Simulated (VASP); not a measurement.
# Ir (P6_3/mmc) in VASP: further runs, part 2 of 2

VASP 6.6.1. Earlier steps stand in the parts before.

## Step 6: Single point, revPBE

Contents of INCAR:

```
ALGO = Normal
EDIFF = 1E-6
ENCUT = 500
GGA = RE
GGA_COMPAT = False
ISIF = 2
ISMEAR = 0
LASPH = True
LCHARG = False
LREAL = False
LWAVE = False
NBANDS = 16
NELM = 120
PREC = Accurate
SIGMA = 0.1
```

Contents of KPOINTS:

```
k-points
0
Gamma
  6 6 4
```

Contents of POSCAR:

```
Ir
1.0
    2.7513778946      0.0000000000      0.0000000000
   -1.3756889473      2.3827631521      0.0000000000
    0.0000000000      0.0000000000      4.4622900000
Ir
2
Direct
    0.6666666667      0.3333333333      0.7500000000
    0.3333333333      0.6666666667      0.2500000000
```

Potentials or basis: VASP PAW PBE potentials, release 64 (Ir).

On the command line:

```bash
$ cat potpaw_PBE.64/Ir/POTCAR > POTCAR
$ mpirun -np 1 vasp_std > vasp.out
```

OUTCAR:

```text
EDIFF = 1E-6
   ENCUT = 500
   GGA = RE
   ISIF = 2
   ISMEAR = 0
   LASPH = True
   LREAL = False
   NELM = 120
   PREC = Accurate

 ion  position               nearest neighbor table
   1  0.667  0.333  0.750-   2 2.74   2 2.74   2 2.74   2 2.74   2 2.74   2 2.74
   2  0.333  0.667  0.250-   1 2.74   1 2.74   1 2.74   1 2.74   1 2.74   1 2.74

  LATTYP: Found a hexagonal cell.
 ALAT       =     2.7513778946
 C/A-ratio  =     1.6218382828

  Lattice vectors:

 A1 = (   2.7513778946,   0.0000000000,   0.0000000000)
 A2 = (  -1.3756889473,   2.3827631521,   0.0000000000)
 A3 = (   0.0000000000,   0.0000000000,   4.4622900000)

Analysis of symmetry for initial positions (statically):
=====================================================================
 Subroutine PRICEL returns:
 Original cell was already a primitive cell.

 Routine SETGRP: Setting up the symmetry group for a
 hexagonal supercell.

 Subroutine GETGRP returns: Found 24 space group operations
 (whereof 12 operations were pure point group operations)
 out of a pool of 24 trial point group operations.

The static configuration has the point symmetry D_3d.
 The point group associated with its full space group is D_6h.

Analysis of symmetry for dynamics (positions and initial velocities):
=====================================================================
 Subroutine PRICEL returns:
 Original cell was already a primitive cell.

 Routine SETGRP: Setting up the symmetry group for a
 hexagonal supercell.

 Subroutine GETGRP returns: Found 24 space group operations
 (whereof 12 operations were pure point group operations)
 out of a pool of 24 trial point group operations.

The dynamic configuration has the point symmetry D_3d.
 The point group associated with its full space group is D_6h.

 Subroutine INISYM returns: Found 24 space group operations
 (whereof 12 operations are pure point group operations),
 and found     1 'primitive' translations

[... 107 lines left out ...]
   IALGO  =     38    algorithm
   IMIX   =      4    mixing-type and parameters
     AMIX     =   0.40;   BMIX     =  1.00
     AMIX_MAG =   1.60;   BMIX_MAG =  1.00
  volume/ion in A,a.u.               =      14.63        98.71
  Fermi-wavevector in a.u.,A,eV,Ry     =   1.392417  2.631287 26.379323  1.938826
  Thomas-Fermi vector in A             =   2.516162
   LORBIT       =      0    0 simple, 1 ext, 2 COOP (PROOUT), +10 PAW based schemes
   GGA     = RE    functional components
   LHFCALC =     F    Hartree Fock is set to
   AEXX    =    0.0000 exact exchange contribution
   IVDW    =     0    specifies the selected vdW correction
   LEPSILON=     F    determine dielectric tensor
   LRPA    =     F    only Hartree local field effects (RPA)
 non-spin polarized calculation
 Gauss-broadening in eV      SIGMA  =   0.10
  energy-cutoff  :      500.00
  volume of cell :       29.25
 maximum number of plane-waves:       756
 NGX is ok and might be reduce to    20
   NGX =  9   NGY =  9   NGZ = 17

 number of electron      18.0000000 magnetization

 Free energy of the ion-electron system (eV)
  ---------------------------------------------------
  ext. energy  EPLUGINS =         0.00000000
  ---------------------------------------------------
  free energy    TOTEN  =       -16.47252463 eV

  energy without entropy =      -16.46227377  energy(sigma->0) =      -16.46739920

 E-fermi :   9.8102     XC(G=0): -13.7625

 val. band max:        9.7857477385   @ k =   0.5000   0.0000   0.2500
 cond. band min:       9.9210083919   @ k =   0.1667   0.0000   0.5000
 fundamental gap:      0.1352606533
 Fermi energy:         9.8102450908

 k-point     1 :       0.0000    0.0000    0.0000
  band No.  band energies     occupation
      1      -0.8572      2.00000
      2       2.1809      2.00000
      3       6.2278      2.00000
      4       6.3710      2.00000
      5       6.3710      2.00000
      6       6.9956      2.00000
[... 376 lines left out ...]
      3       4.7935      2.00000
      4       4.7935      2.00000
      5       6.0491      2.00000
      6       6.0491      2.00000
[... 8 lines left out ...]
     15      19.6152      0.00000
     16      19.6152      0.00000

------------------------ aborting loop because EDIFF is reached ----------------------------------------

  FORCE on cell =-STRESS in cart. coord.  units (eV):
  Direction    XX          YY          ZZ          XY          YZ          ZX
  --------------------------------------------------------------------------------------
  -------------------------------------------------------------------------------------
  Total        0.6907452      0.6907452     -0.4351985      0.0000000     -0.0000000      0.0000000
  in kB       37.8302791     37.8302791    -23.8346665      0.0000000     -0.0000000      0.0000000
  external PRESSURE =      17.2752972 kB  Pullay stress =       0.0000000 kB

 VOLUME and BASIS-vectors are now :
 -----------------------------------------------------------------------------
  energy-cutoff  :      500.00
  volume of cell :       29.25
      direct lattice vectors                 reciprocal lattice vectors
     2.751377895  0.000000000  0.000000000     0.363454254  0.209840411  0.000000000
    -1.375688947  2.382763152  0.000000000     0.000000000  0.419680823  0.000000000
     0.000000000  0.000000000  4.462290000     0.000000000  0.000000000  0.224100182

 POSITION                                       TOTAL-FORCE (eV/Angst)
 -----------------------------------------------------------------------------------
      1.37569      0.79425      3.34672         0.000000     -0.000000      0.000000
     -0.00000      1.58851      1.11557        -0.000000      0.000000      0.000000
 -----------------------------------------------------------------------------------
    total drift:                                0.000000     -0.000000     -0.000000

  FREE ENERGIE OF THE ION-ELECTRON SYSTEM (eV)
  ---------------------------------------------------
  free  energy   TOTEN  =       -16.4725246289 eV

  energy  without entropy=      -16.4622737688  energy(sigma->0) =      -16.46739920
```

OSZICAR:

```text
N       E                     dE             d eps       ncg     rms          rms(c)
DAV:   1     0.138088789345E+03    0.13809E+03   -0.83958E+03   672   0.110E+03
DAV:   2    -0.140870724792E+02   -0.15218E+03   -0.13599E+03   672   0.298E+02
DAV:   3    -0.174975237524E+02   -0.34105E+01   -0.33804E+01   944   0.527E+01
DAV:   4    -0.175341054583E+02   -0.36582E-01   -0.36569E-01   768   0.470E+00
DAV:   5    -0.175351181120E+02   -0.10127E-02   -0.10126E-02   928   0.808E-01    0.198E+01
DAV:   6    -0.166467889577E+02    0.88833E+00   -0.11394E+00   800   0.138E+01    0.826E+00
DAV:   7    -0.164837751319E+02    0.16301E+00   -0.36806E-01   872   0.743E+00    0.211E+00
DAV:   8    -0.164754405214E+02    0.83346E-02   -0.57151E-03   752   0.695E-01    0.939E-01
DAV:   9    -0.164725094297E+02    0.29311E-02   -0.39520E-03   872   0.784E-01    0.207E-02
DAV:  10    -0.164725193995E+02   -0.99698E-05   -0.24633E-05   936   0.406E-02    0.955E-03
DAV:  11    -0.164725245653E+02   -0.51658E-05   -0.19516E-06   848   0.112E-02    0.146E-03
DAV:  12    -0.164725246289E+02   -0.63641E-07   -0.82284E-08   496   0.289E-03
   1 F= -.16472525E+02 E0= -.16467399E+02  d E =-.102509E-01
```

Run time: 10 s. Hardware: 1 thread of Intel Xeon 6975P-C (Granite Rapids), shared host; peak memory 0.14 GiB.

Results:

* Free energy: -16.4725 eV
* Pressure: 1.7 GPa
* Band gap on the k mesh: zero (band 9 reaches 10.93 eV, above the bottom of band 10 at 7.79 eV)

Caveat: the k points lie up to 0.44 Å⁻¹ apart; the PAW data sets were made with another functional, which shifts forces and pressure a little; spin-orbit coupling is left out, which moves the levels of the heavy elements.

## Step 7: Summary

```csv
level,smearing,gap on the mesh (eV),pressure (GPa)
PBE,gaussian 0.1 eV,none,-1.1
PBE,tetrahedron,none,1.2
revPBE,gaussian 0.1 eV,none,1.7
```

Alike in all rows: task single point; potentials or basis VASP PAW PBE potentials, release 64 (Ir); no spin polarisation; cell as given; k mesh 6 × 6 × 4; cutoff (eV) 500.

Caveats: all runs use coarse meshes; spin-orbit coupling is left out, which moves the levels of the heavy elements; the PAW data sets were made with another functional, which shifts forces and pressure a little (some runs).

Absolute energies hang on the potentials; compare differences alone.
